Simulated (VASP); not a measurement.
# Al (Fm-3m) in VASP: single point with r2SCAN

Aim: the single point of Al with r2SCAN.

Everything below comes from runs of VASP 6.6.1. Logs are shortened: lines on timing, memory, paths and dates and some standing lists are left out, and cuts for length are marked.

### Step 1. The cell of the first run

It takes space group Fm-3m (No. 225, cubic). Conventional cell: a = 3.993 Å, b = 3.993 Å, c = 3.993 Å, α = 90.00°, β = 90.00°, γ = 90.00°. Al (site symmetry m-3m) has 12 Al at 2.82 Å within 3.7 Å.

### Step 2. Single point, r2SCAN

The input, POSCAR:

```
Al
1.0
    0.0000000000      1.9963971707      1.9963971707
    1.9963971707      0.0000000000      1.9963971707
    1.9963971707      1.9963971707      0.0000000000
Al
1
Direct
    0.0000000000      0.0000000000      0.0000000000
```

The input, INCAR.step1:

```
ALGO     = Normal         # electronic algorithm
EDIFF    = 1E-4           # SCF threshold, eV
ENCUT    = 520            # plane-wave cutoff, eV
GGA      = PE             # functional
ISMEAR   = 0              # smearing method
LASPH    = T              # aspherical terms in the spheres
LCHARG   = F              # write CHGCAR
LREAL    = F              # projectors in reciprocal space
LWAVE    = T              # write WAVECAR
NBANDS   = 8              # bands
NELM     = 60             # most SCF steps
PREC     = Accurate       # precision mode
SIGMA    = 0.1            # smearing width, eV
```

The input, INCAR.step2:

```
ALGO     = Normal         # electronic algorithm
EDIFF    = 1E-7           # SCF threshold, eV
ENCUT    = 520            # plane-wave cutoff, eV
ISIF     = 2              # what is computed and relaxed
ISMEAR   = 0              # smearing method
ISTART   = 1            
LASPH    = T              # aspherical terms in the spheres
LCHARG   = T              # write CHGCAR
LELF     = T              # ELF
LMIXTAU  = T            
LREAL    = F              # projectors in reciprocal space
LVHAR    = T            
LWAVE    = F              # write WAVECAR
METAGGA  = R2SCAN         # meta-GGA
NBANDS   = 8              # bands
NELM     = 60             # most SCF steps
PREC     = Accurate       # precision mode
SIGMA    = 0.1            # smearing width, eV
```

The input, KPOINTS:

```
k-points
0
Gamma
  34 34 34
```

Potentials or basis: VASP PAW PBE potentials, release 64 (Al).

Run with:

```sh
$ cat potpaw_PBE.64/Al/POTCAR > POTCAR
$ cp INCAR.step1 INCAR
$ mpirun -np 1 vasp_std > vasp.out
$ cp INCAR.step2 INCAR
$ mpirun -np 1 vasp_std > vasp.out
```

OUTCAR:

```text
EDIFF = 1E-7
   ENCUT = 520
   ISIF = 2
   ISMEAR = 0
   ISTART = 1
   LASPH = T
   LREAL = F
   METAGGA = R2SCAN
   NELM = 60
   PREC = Accurate

 ion  position               nearest neighbor table
   1  0.000  0.000  0.000-

  LATTYP: Found a face centered cubic cell.
 ALAT       =     3.9927943414

  Lattice vectors:

 A1 = (   0.0000000000,   1.9963971707,   1.9963971707)
 A2 = (   1.9963971707,   0.0000000000,   1.9963971707)
 A3 = (   1.9963971707,   1.9963971707,   0.0000000000)

Analysis of symmetry for initial positions (statically):
=====================================================================
 Subroutine PRICEL returns:
 Original cell was already a primitive cell.

 Routine SETGRP: Setting up the symmetry group for a
 face centered cubic supercell.

 Subroutine GETGRP returns: Found 48 space group operations
 (whereof 48 operations were pure point group operations)
 out of a pool of 48 trial point group operations.

The static configuration has the point symmetry O_h .

Analysis of symmetry for dynamics (positions and initial velocities):
=====================================================================
 Subroutine PRICEL returns:
 Original cell was already a primitive cell.

 Routine SETGRP: Setting up the symmetry group for a
 face centered cubic supercell.

 Subroutine GETGRP returns: Found 48 space group operations
 (whereof 48 operations were pure point group operations)
 out of a pool of 48 trial point group operations.

The dynamic configuration has the point symmetry O_h .

 Subroutine INISYM returns: Found 48 space group operations
 (whereof 48 operations are pure point group operations),
 and found     1 'primitive' translations

----------------------------------------------------------------------------------------

                                     Primitive cell

  volume of cell :      15.9137

  direct lattice vectors                    reciprocal lattice vectors
     0.000000000  1.996397171  1.996397171    -0.250451166  0.250451166  0.250451166
     1.996397171  0.000000000  1.996397171     0.250451166 -0.250451166  0.250451166
     1.996397171  1.996397171  0.000000000     0.250451166  0.250451166 -0.250451166

  length of vectors
     2.823331955  2.823331955  2.823331955     0.433794145  0.433794145  0.433794145

  position of ions in fractional coordinates (direct lattice)
     0.000000000  0.000000000  0.000000000

  ion indices of the primitive-cell ions
   primitive index   ion index
                 1           1

[... 78 lines left out ...]
   ISYM   =      2    0-nonsym 1-usesym 2-fastsym
   POTIM  = 0.5000    time-step for ionic-motion
   TEBEG  =    0.0;   TEEND  =   0.0 temperature during run
   PSTRESS=    0.0 pullay stress
   NELECT =       3.0000    total number of electrons
   NUPDOWN=      -1.0000    fix difference up-down
   EMIN   =  10.00;   EMAX   =-10.00  energy-range for DOS
   EFERMI =   0.00;   METHOD = LEGACY
   ISMEAR =     0;   SIGMA  =   0.10  broadening in eV -4-tet -1-fermi 0-gaus
   EFERMI_NEDOS =   21; number of points for ismear=-14 and -15
   IALGO  =     38    algorithm
   IMIX   =      4    mixing-type and parameters
     AMIX     =   0.40;   BMIX     =  1.00
     AMIX_MAG =   1.60;   BMIX_MAG =  1.00
  volume/ion in A,a.u.               =      15.91       107.39
  Fermi-wavevector in a.u.,A,eV,Ry     =   0.938696  1.773878 11.988776  0.881150
  Thomas-Fermi vector in A             =   2.065934
   LORBIT       =      0    0 simple, 1 ext, 2 COOP (PROOUT), +10 PAW based schemes
   METAGGA = R2SCAN    functional components
   LHFCALC =     F    Hartree Fock is set to
   AEXX    =    0.0000 exact exchange contribution
   IVDW    =     0    specifies the selected vdW correction
   LEPSILON=     F    determine dielectric tensor
   LRPA    =     F    only Hartree local field effects (RPA)
 non-spin polarized calculation
 Gauss-broadening in eV      SIGMA  =   0.10
  energy-cutoff  :      520.00
  volume of cell :       15.91
 maximum number of plane-waves:       444
 NGX is ok and might be reduce to    24
   NGX = 11   NGY = 11   NGZ = 11

 number of electron       3.0000000 magnetization

 Free energy of the ion-electron system (eV)
  ---------------------------------------------------
  ext. energy  EPLUGINS =         0.00000000
  ---------------------------------------------------
  free energy    TOTEN  =        -6.73916112 eV

  energy without entropy =       -6.73731674  energy(sigma->0) =       -6.73823893

 E-fermi :   8.4248     XC(G=0): -11.0417

 val. band max:        8.4237142284   @ k =   0.3824   0.0882   0.0000
 cond. band min:       8.4267413676   @ k =   0.4706   0.4412   0.0294
 fundamental gap:      0.0030271392
 Fermi energy:         8.4248209693

 k-point     1 :       0.0000    0.0000    0.0000
  band No.  band energies     occupation
      1      -3.6987      2.00000
      2      21.9276      0.00000
      3      21.9276      0.00000
      4      21.9276      0.00000
      5      24.1251      0.00000
      6      24.1251      0.00000
      7      24.1251      0.00000
      8      26.0247      0.00000
[... 243 lines left out ...]
 k-point    24 :       0.1765    0.0294    0.0000
  band No.  band energies     occupation
      1      -2.8565      2.00000
      2      15.6124      0.00000
      3      20.1356      0.00000
      4      21.0860      0.00000
      5      24.6277      0.00000
      6      25.3864      0.00000
      7      26.2094      0.00000
      8      26.6467      0.00000

 [... further k-points ...]

------------------------ aborting loop because EDIFF is reached ----------------------------------------

  FORCE on cell =-STRESS in cart. coord.  units (eV):
  Direction    XX          YY          ZZ          XY          YZ          ZX
  --------------------------------------------------------------------------------------
  -------------------------------------------------------------------------------------
  Total       -0.0325079     -0.0325079     -0.0325079      0.0000000      0.0000000      0.0000000
  in kB       -3.2728727     -3.2728727     -3.2728727      0.0000000      0.0000000      0.0000000
  external PRESSURE =      -3.2728727 kB  Pullay stress =       0.0000000 kB

 VOLUME and BASIS-vectors are now :
 -----------------------------------------------------------------------------
  energy-cutoff  :      520.00
  volume of cell :       15.91
      direct lattice vectors                 reciprocal lattice vectors
     0.000000000  1.996397171  1.996397171    -0.250451166  0.250451166  0.250451166
     1.996397171  0.000000000  1.996397171     0.250451166 -0.250451166  0.250451166
     1.996397171  1.996397171  0.000000000     0.250451166  0.250451166 -0.250451166

 POSITION                                       TOTAL-FORCE (eV/Angst)
 -----------------------------------------------------------------------------------
      0.00000      0.00000      0.00000        -0.000000      0.000000     -0.000000
 -----------------------------------------------------------------------------------
    total drift:                               -0.000000      0.000000      0.000000

  FREE ENERGIE OF THE ION-ELECTRON SYSTEM (eV)
  ---------------------------------------------------
  free  energy   TOTEN  =        -6.7391611212 eV

  energy  without entropy=       -6.7373167387  energy(sigma->0) =       -6.73823893
```

OSZICAR.step1:

```text
N       E                     dE             d eps       ncg     rms          rms(c)
DAV:   1    -0.232615727447E+01   -0.23262E+01   -0.87918E+02 17016   0.206E+02
DAV:   2    -0.375741270994E+01   -0.14313E+01   -0.13971E+01 23648   0.191E+01
DAV:   3    -0.376478929409E+01   -0.73766E-02   -0.73707E-02 22184   0.151E+00
DAV:   4    -0.376480692690E+01   -0.17633E-04   -0.17634E-04 26280   0.635E-02
DAV:   5    -0.376480696173E+01   -0.34826E-07   -0.34819E-07 22592   0.163E-03    0.137E+00
DAV:   6    -0.375137968748E+01    0.13427E-01   -0.14847E-03 22728   0.184E-01    0.795E-01
DAV:   7    -0.374158384075E+01    0.97958E-02   -0.44958E-03 22344   0.300E-01    0.154E-01
DAV:   8    -0.374157975227E+01    0.40885E-05   -0.12657E-05 22512   0.255E-02
   1 F= -.37415798E+01 E0= -.37405175E+01  d E =-.212446E-02
```

It took 6.1 min on 1 thread of Intel Xeon Platinum 8259CL at 2.50GHz (Skylake/Cascade Lake), shared host; peak memory 0.23 GiB.

What came out:

```
Free energy            : -6.7392 eV
Pressure               : -0.3 GPa
Band gap on the k mesh : zero (an odd number of electrons rules out a gap without spin polarisation)
```

Caveat: the PAW data sets were made with another functional, which shifts forces and pressure a little.
